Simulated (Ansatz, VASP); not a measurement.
Two plane-wave programs on Te

```
Te
1.0
     8.79922    0.00000    0.00000
    -4.39961    7.62035    0.00000
     0.00000    0.00000    3.15147
Te
6
Direct
  0.21112 0.42225 0.00000
  0.57775 0.78888 0.00000
  0.21112 0.78888 0.00000
  0.78888 0.57775 0.00000
  0.42225 0.21112 0.00000
  0.78888 0.21112 0.00000
```

Alike in both runs: functional PBE; k mesh 6 × 6 × 12; occupations gaussian, width 0.1 eV; no spin polarisation.

Ansatz relaxed the structure, and its values are those at the end. VASP's run is a single point on that final structure, the one shown.

```csv
,VASP,Ansatz
version,VASP 6.6.1,Ansatz 0.2.0
potentials or method,"VASP PAW PBE potentials, release 64 (Te), cutoff 520 eV","scalar-relativistic, plane waves, PAW"
valence electrons in the cell,36,96
```

|  | VASP | Ansatz | Ansatz less VASP |
| --- | --- | --- | --- |
| gap on the k mesh at the Fermi level (eV) | none | none | - |
| pressure (GPa) | 0.0 | 0.0 | +0.04 |

A gap of «none» marks a metal or a gap that the smearing closes. VASP's potentials hold 36 valence electrons a cell and Ansatz's 96, so a difference there can come from the potentials and not from the codes.

Neither program's run includes spin-orbit coupling.
